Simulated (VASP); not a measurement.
# Al8N7 (a cell with a defect) in VASP: further runs, part 2 of 2

VASP 6.6.1. The steps go on from the part before.

### 5 Single point, LDA

The input, INCAR:

```
ALGO = Normal
EDIFF = 1E-6
ENCUT = 520
GGA = CA
ISIF = 2
ISMEAR = 0
LASPH = T
LCHARG = F
LREAL = Auto
LWAVE = F
NBANDS = 42
NELECT = 56.0
NELM = 60
PREC = Accurate
SIGMA = 0.05
```

The input, KPOINTS:

```
k-points
0
Gamma
  4 4 4
```

The input, POSCAR:

```
Al8N7
1.0
   -4.0109247379      4.0109247379      0.0000000000
   -4.0109247379      0.0000000000      4.0109247379
    0.0000000000      4.0109247379      4.0109247379
Al N
8 7
Direct
    0.7500000000      0.7500000000      0.7500000000
    0.2500000000      0.7500000000      0.7500000000
    0.7500000000      0.2500000000      0.7500000000
    0.7500000000      0.7500000000      0.2500000000
    0.2500000000      0.2500000000      0.7500000000
    0.2500000000      0.7500000000      0.2500000000
    0.7500000000      0.2500000000      0.2500000000
    0.2500000000      0.2500000000      0.2500000000
    0.6248297659      0.9376702341      0.4376702341
    1.0000000000      0.5000000000      0.5000000000
    1.0000000000      1.0000000000      0.0000000000
    0.5000000000      0.5000000000      0.5000000000
    0.5000000000      1.0000000000      0.0000000000
    1.0000000000      0.5000000000      0.0000000000
    0.5000000000      0.5000000000      0.0000000000
```

Command:

```bash
$ cat potpaw_LDA.64/Al/POTCAR potpaw_LDA.64/N/POTCAR > POTCAR
$ mpirun -np 1 vasp_std > vasp.out
```

It took 4.4 min on 1 thread of Intel Xeon Platinum 8488C (Sapphire Rapids), shared host; peak memory 0.24 GiB.

It converged, with:

* Free energy: -142.6264 eV
* Largest force: 14.393 eV/Å

Forces in eV/Å, atoms in the order of the input:
```
Al    2.577   1.469   0.126
Al    0.509   2.600  -0.350
Al   -0.087   0.087   2.553
Al    1.653  -1.653 -10.718
Al   -0.135   0.135   1.133
Al   -0.048   0.048  -2.598
Al   -1.469  -2.577   0.126
Al   -2.600  -0.509  -0.350
N     0.602  -0.602  14.368
N     0.097   1.764  -1.798
N    -1.764  -0.097  -1.798
N     0.620   0.033  -0.371
N    -0.033  -0.620  -0.371
N     0.032  -0.032   0.005
N     0.046  -0.046   0.043
```

Levels at points of the mesh, in eV from the Fermi level:
```tsv
k point	band 24	band 25	band 26	band 27	band 28	band 29	band 30	band 31	band 32	band 33
(0.00, 0.00, 0.00)	-0.70	-0.50	-0.41	0.11	0.13	0.33	4.14	5.63	5.72	5.85
(0.50, 0.00, 0.00)	-1.24	-0.79	-0.70	-0.35	-0.07	0.05	2.64	5.41	5.74	7.09
(0.00, 0.50, 0.00)	-1.39	-1.13	-0.34	-0.05	-0.02	0.05	2.45	4.54	5.68	6.23
(0.50, 0.50, 0.50)	-1.14	-0.75	-0.69	-0.52	-0.03	0.05	2.51	5.21	5.73	5.73
(0.50, 0.50, 0.00)	-0.91	-0.81	-0.76	-0.71	-0.27	0.55	2.50	4.72	4.91	6.10
(0.00, 0.50, 0.50)	-1.10	-0.85	-0.75	-0.72	-0.28	0.56	2.26	4.40	4.93	6.52
```

Caveat: the cell carries a net charge on a neutralising background, which shifts energy and pressure; the cell differs from its parent crystal (atoms taken out, atom 9 moved -0.125 of the way to it and -0.500 Å across, host rigid); the cell is charged against a uniform background, so pressure and absolute levels hang on convention.

### 6 Single point, LDA

The input, INCAR:

```
  ALGO = Normal
  EDIFF = 1E-7
  ENCUT = 520
  GGA = CA
  ISIF = 2
  ISMEAR = 0
  LASPH = T
  LCHARG = F
  LREAL = Auto
  LWAVE = F
  NBANDS = 42
  NELECT = 56.0
  NELM = 80
  PREC = Accurate
  SIGMA = 0.05
```

KPOINTS is that of step 5.

POSCAR: that of step 5 with these lines changed.

```diff
@@ -16,3 +16,3 @@
     0.2500000000      0.2500000000      0.2500000000
-    0.6248297659      0.9376702341      0.4376702341
+    0.4373297659      0.9376702341      0.4376702341
     1.0000000000      0.5000000000      0.5000000000
```

Potentials or basis: VASP PAW LDA potentials, release 64 (Al, N).

Command:

```bash
$ cat potpaw_LDA.64/Al/POTCAR potpaw_LDA.64/N/POTCAR > POTCAR
$ mpirun -np 1 vasp_std > vasp.out
```

OUTCAR:

```text
EDIFF = 1E-7
   ENCUT = 520
   GGA = CA
   ISIF = 2
   ISMEAR = 0
   LASPH = T
   LREAL = Auto
   NELECT = 56.0
   NELM = 80
   PREC = Accurate

 ion  position               nearest neighbor table
   1  0.750  0.750  0.750-  10 2.01  13 2.01  14 2.01  15 2.01   3 2.84   4 2.84   2 2.84   4 2.84
                             6 2.84   7 2.84   3 2.84   5 2.84   7 2.84   2 2.84   5 2.84   6 2.84
   2  0.250  0.750  0.750-   9 1.66  11 2.01  12 2.01  14 2.01  15 2.01   6 2.84   1 2.84   5 2.84
[... 1285 lines left out ...]
      direct lattice vectors                 reciprocal lattice vectors
    -4.010924738  4.010924738  0.000000000    -0.124659532  0.124659532 -0.124659532
    -4.010924738  0.000000000  4.010924738    -0.124659532 -0.124659532  0.124659532
     0.000000000  4.010924738  4.010924738     0.124659532  0.124659532  0.124659532

 POSITION                                       TOTAL-FORCE (eV/Angst)
 -----------------------------------------------------------------------------------
     -6.01639      6.01639      6.01639         2.849217      1.493772     -0.148978
     -4.01092      4.01092      6.01639         5.374867      4.120595      1.477514
     -4.01092      6.01639      4.01092         0.196574     -0.196574      2.813594
     -6.01639      4.01092      4.01092        -1.381579      1.381579     -5.792087
     -2.00546      4.01092      4.01092         0.163941     -0.163941      1.670510
     -4.01092      2.00546      4.01092        -0.031997      0.031997     -2.872422
     -4.01092      4.01092      2.00546        -1.493772     -2.849217     -0.148978
     -2.00546      2.00546      2.00546        -4.120595     -5.374867      1.477514
     -5.51502      3.50956      5.51639        -3.005906      3.005906      6.506269
     -2.00546      2.00546      4.01092        -0.000586      0.071751      0.179721
      0.00000      0.00000      0.00000        -0.071751      0.000586      0.179721
     -4.01092      4.01092      4.01092         2.033662      0.372051     -2.662376
     -2.00546      2.00546      0.00000        -0.372051     -2.033662     -2.662376
     -2.00546      0.00000      2.00546        -0.069573      0.069573      0.032186
     -4.01092      2.00546      2.00546        -0.070452      0.070452     -0.049813
 -----------------------------------------------------------------------------------
    total drift:                               -0.000753      0.000753      0.000768

  FREE ENERGIE OF THE ION-ELECTRON SYSTEM (eV)
  ---------------------------------------------------
  free  energy   TOTEN  =      -141.7676423348 eV

  energy  without entropy=     -141.7600944900  energy(sigma->0) =     -141.76386841
```

Wall time 5.5 min (1 thread of Intel Xeon Platinum 8488C (Sapphire Rapids), shared host); peak memory 0.24 GiB.

Results:

```yaml
Free_energy: -141.7676 eV
Largest_force: 7.772 eV/Å
```

Forces on the atoms (eV/Å):
```
Al   2.849  1.494 -0.149
Al   5.375  4.121  1.478
Al   0.197 -0.197  2.814
Al  -1.382  1.382 -5.792
Al   0.164 -0.164  1.671
Al  -0.032  0.032 -2.872
Al  -1.494 -2.849 -0.149
Al  -4.121 -5.375  1.478
N   -3.006  3.006  6.506
N   -0.001  0.072  0.180
N   -0.072  0.001  0.180
N    2.034  0.372 -2.662
N   -0.372 -2.034 -2.662
N   -0.070  0.070  0.032
N   -0.070  0.070 -0.050
```

Caveat: the cell carries a net charge on a neutralising background, which shifts energy and pressure; the cell differs from its parent crystal (atoms taken out, atom 9 moved 0.250 of the way to it and -0.500 Å across, host rigid); the cell is charged against a uniform background, so pressure and absolute levels hang on convention.
